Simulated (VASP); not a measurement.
# Cu (I4/mmm) in VASP: further runs, part 2 of 2

VASP 6.6.1.

**4. Single point, PBE**

File INCAR:

```
PREC = Accurate
ENCUT = 520
EDIFF = 1E-6
ISMEAR = 0
SIGMA = 0.1
LREAL = False
LASPH = True
NELM = 80
ALGO = Normal
ISIF = 2
LWAVE = False
LCHARG = True
GGA = PE
LELF = True
LVHAR = True
NBANDS = 12
```

File KPOINTS:

```
Automatic mesh
0
Gamma
  20 20 20
```

File POSCAR:

```
Cu
1.0
   -1.4427933200      1.4427933200      1.3760814500
    1.4427933200     -1.4427933200      1.3760814500
    1.4427933200      1.4427933200     -1.3760814500
Cu
1
Direct
    0.0000000000      0.0000000000      0.0000000000
```

On the command line:

```bash
cat potpaw_PBE.64/Cu/POTCAR > POTCAR
mpirun -np 1 vasp_std > vasp.out
```

It took 26 s on 1 thread of Intel Xeon 6975P-C (Granite Rapids), shared host; peak memory 0.19 GiB.

It converged, with:

| Property | Result |
| --- | --- |
| Free energy | -3.6773 eV |
| Pressure | 7.8 GPa |

Stress tensor (GPa, compression positive):
```
8.00 0.00 0.00
0.00 8.00 0.00
0.00 0.00 7.53
```

Levels at points of the mesh, in eV from the Fermi level:
```
           k point  band 2  band 3  band 4  band 5  band 6  band 7  band 8  band 9  band 10  band 11
(0.00, 0.00, 0.00)   -3.33   -3.14   -3.14   -2.27   -2.06   24.86   24.86   26.11    28.93    28.93
(0.50, 0.00, 0.00)   -4.03   -2.18   -1.96   -1.39   -0.54    4.69   17.35   17.48    21.36    24.43
(0.50, 0.50, 0.00)   -3.79   -2.34   -2.09   -1.41   -0.91    4.17   18.60   18.91    22.53    25.53
(0.50, 0.50, 0.50)   -4.79   -1.58   -1.58   -1.53    7.74    7.74    9.58   13.35    13.99    16.79
```

**5. Single point, PBE**

File INCAR:

```
PREC     = Accurate       # precision mode
ENCUT    = 520            # plane-wave cutoff, eV
EDIFF    = 1E-6           # SCF threshold, eV
ISMEAR   = 0              # smearing method
SIGMA    = 0.1            # smearing width, eV
LREAL    = False          # projectors in reciprocal space
LASPH    = True           # aspherical terms in the spheres
NELM     = 60             # most SCF steps
ALGO     = Fast           # electronic algorithm
ISIF     = 2              # what is computed and relaxed
LWAVE    = False          # write WAVECAR
LCHARG   = True           # write CHGCAR
GGA      = PE             # functional
LELF     = True           # ELF
LVHAR    = True         
NBANDS   = 12             # bands
```

File KPOINTS:

```
regular mesh
0
Gamma
  4 4 4
```

POSCAR is that of step 4.

On the command line:

```bash
cat potpaw_PBE.64/Cu/POTCAR > POTCAR
mpirun -np 1 vasp_std > vasp.out
```

It took 2.5 s on 1 thread of AMD EPYC 7R13 (Zen 3), shared host; peak memory 0.08 GiB.

It converged, with:

| Property | Result |
| --- | --- |
| Free energy | -3.4811 eV |
| Pressure | 7.8 GPa |

Stress tensor (GPa, compression positive):
```
8.38 0.00 0.00
0.00 8.38 0.00
0.00 0.00 6.53
```

Levels at points of the mesh, in eV from the Fermi level:
| k point | band 2 | band 3 | band 4 | band 5 | band 6 | band 7 | band 8 | band 9 | band 10 | band 11 |
| --- | --- | --- | --- | --- | --- | --- | --- | --- | --- | --- |
| (0.00, 0.00, 0.00) | -3.64 | -3.45 | -3.45 | -2.59 | -2.37 | 24.73 | 24.73 | 25.99 | 28.77 | 28.77 |
| (0.50, 0.00, 0.00) | -4.32 | -2.49 | -2.28 | -1.72 | -0.68 | 4.47 | 17.21 | 17.32 | 21.17 | 24.26 |
| (0.50, 0.50, 0.00) | -4.09 | -2.66 | -2.41 | -1.74 | -1.05 | 3.94 | 18.46 | 18.74 | 22.35 | 25.36 |
| (0.50, 0.50, 0.50) | -5.06 | -1.91 | -1.91 | -1.86 | 7.58 | 7.58 | 9.43 | 13.15 | 13.78 | 16.62 |

Caveat: the k points lie up to 0.79 Å⁻¹ apart.

**6. Single point, PBE**

File INCAR:

```
SYSTEM = Cu
ALGO = Normal
EDIFF = 1E-6
ENCUT = 520
GGA = PE
ISIF = 2
ISMEAR = 0
LASPH = .TRUE.
LCHARG = .FALSE.
LREAL = .FALSE.
LWAVE = .FALSE.
NBANDS = 12
NELM = 60
PREC = Accurate
SIGMA = 0.1
```

File KPOINTS:

```
k-points
0
G
  6 6 6
  0 0 0
```

POSCAR is that of step 5.

Potentials or basis: VASP PAW PBE potentials, release 64 (Cu).

On the command line:

```bash
cat potpaw_PBE.64/Cu/POTCAR > POTCAR
mpirun -np 1 vasp_std > vasp.out
```

OUTCAR:

```text
SYSTEM = Cu
   EDIFF = 1E-6
   ENCUT = 520
   GGA = PE
   ISIF = 2
   ISMEAR = 0
   LASPH = .TRUE.
   LREAL = .FALSE.
   NELM = 60
   PREC = Accurate

 ion  position               nearest neighbor table
   1  0.000  0.000  0.000-

  LATTYP: Found a body centered tetragonal cell.
 ALAT       =     2.8855866400
 C/A-ratio  =     0.9537620052

  Lattice vectors:

 A1 = (  -1.4427933200,   1.4427933200,   1.3760814500)
[... 537 lines left out ...]
      9      24.8103      0.00000
     10      29.7190      0.00000
     11      35.1090      0.00000
     12      37.2529      0.00000

 [... further k-points ...]

------------------------ aborting loop because EDIFF is reached ----------------------------------------

  FORCE on cell =-STRESS in cart. coord.  units (eV):
  Direction    XX          YY          ZZ          XY          YZ          ZX
  --------------------------------------------------------------------------------------
  -------------------------------------------------------------------------------------
  Total        0.6218146      0.6218146      0.5444577      0.0000000      0.0000000      0.0000000
  in kB       86.9479094     86.9479094     76.1311439      0.0000000      0.0000000      0.0000000
  external PRESSURE =      83.3423209 kB  Pullay stress =       0.0000000 kB

 VOLUME and BASIS-vectors are now :
 -----------------------------------------------------------------------------
  energy-cutoff  :      520.00
  volume of cell :       11.46
      direct lattice vectors                 reciprocal lattice vectors
    -1.442793320  1.442793320  1.376081450     0.000000000  0.346549983  0.363350585
     1.442793320 -1.442793320  1.376081450     0.346549983  0.000000000  0.363350585
     1.442793320  1.442793320 -1.376081450     0.346549983  0.346549983  0.000000000

 POSITION                                       TOTAL-FORCE (eV/Angst)
 -----------------------------------------------------------------------------------
      0.00000      0.00000      0.00000         0.000000      0.000000      0.000000
 -----------------------------------------------------------------------------------
    total drift:                                0.000000     -0.000000      0.000000

  FREE ENERGIE OF THE ION-ELECTRON SYSTEM (eV)
  ---------------------------------------------------
  free  energy   TOTEN  =        -3.6097574257 eV

  energy  without entropy=       -3.6020180135  energy(sigma->0) =       -3.60588772
```

OSZICAR:

```text
N       E                     dE             d eps       ncg     rms          rms(c)
DAV:   1     0.409869805374E+02    0.40987E+02   -0.54015E+03   816   0.152E+03
DAV:   2    -0.330414889107E+01   -0.44291E+02   -0.40279E+02   752   0.196E+02
DAV:   3    -0.453033935182E+01   -0.12262E+01   -0.12205E+01   840   0.396E+01
DAV:   4    -0.453658484140E+01   -0.62455E-02   -0.62445E-02   836   0.252E+00
DAV:   5    -0.453664404566E+01   -0.59204E-04   -0.59203E-04   824   0.250E-01    0.769E+00
DAV:   6    -0.394917089716E+01    0.58747E+00   -0.13429E+01   816   0.706E+01    0.366E+00
DAV:   7    -0.362468404886E+01    0.32449E+00   -0.20954E+00   844   0.274E+01    0.673E-01
DAV:   8    -0.361055336586E+01    0.14131E-01   -0.66875E-03   968   0.775E-01    0.208E-01
DAV:   9    -0.360975333676E+01    0.80003E-03   -0.47175E-03   924   0.117E+00    0.275E-02
DAV:  10    -0.360975914169E+01   -0.58049E-05   -0.29477E-05   980   0.827E-02    0.970E-03
DAV:  11    -0.360975730891E+01    0.18328E-05   -0.21106E-06   572   0.278E-02    0.337E-04
DAV:  12    -0.360975742565E+01   -0.11675E-06   -0.82826E-08   404   0.316E-03
   1 F= -.36097574E+01 E0= -.36058877E+01  d E =-.773941E-02
```

Wall time 3.1 s (1 thread of AMD EPYC 7R13 (Zen 3), shared host); peak memory 0.08 GiB.

What came out:

```yaml
Free_energy: -3.6098 eV
Pressure: 8.3 GPa
```

Levels at points of the mesh, in eV from the Fermi level:
| k point | band 3 | band 4 | band 5 | band 6 | band 7 | band 8 | band 9 | band 10 |
| --- | --- | --- | --- | --- | --- | --- | --- | --- |
| (0.00, 0.00, 0.00) | -3.30 | -3.30 | -2.43 | -2.22 | 24.73 | 24.73 | 25.98 | 28.80 |
| (0.50, 0.00, 0.00) | -2.34 | -2.12 | -1.55 | -0.68 | 4.55 | 17.21 | 17.35 | 21.22 |
| (0.50, 0.50, 0.00) | -2.50 | -2.26 | -1.57 | -1.04 | 4.02 | 18.46 | 18.77 | 22.39 |
| (0.50, 0.50, 0.50) | -1.74 | -1.74 | -1.70 | 7.60 | 7.60 | 9.44 | 13.20 | 13.84 |

Caveat: the k points lie up to 0.53 Å⁻¹ apart.

**7. The runs side by side**

| task | cell | k mesh | cutoff (eV) | gap on the mesh (eV) | pressure (GPa) |
| --- | --- | --- | --- | --- | --- |
| relaxation of cell and atoms | relaxed | 10 × 10 × 10 | 600 | none | 0.0 |
| single point | as given | 20 × 20 × 20 | 520 | none | 7.8 |
| single point | as given | 4 × 4 × 4 | 520 | none | 7.8 |
| single point | as given | 6 × 6 × 6 | 520 | none | 8.3 |

Alike in all rows: level PBE; potentials or basis VASP PAW PBE potentials, release 64 (Cu); no spin polarisation; smearing gaussian 0.1 eV.

Caveats: some runs use coarse meshes.

Total energies depend on the potentials used, so only differences within one code and one set of settings carry meaning.
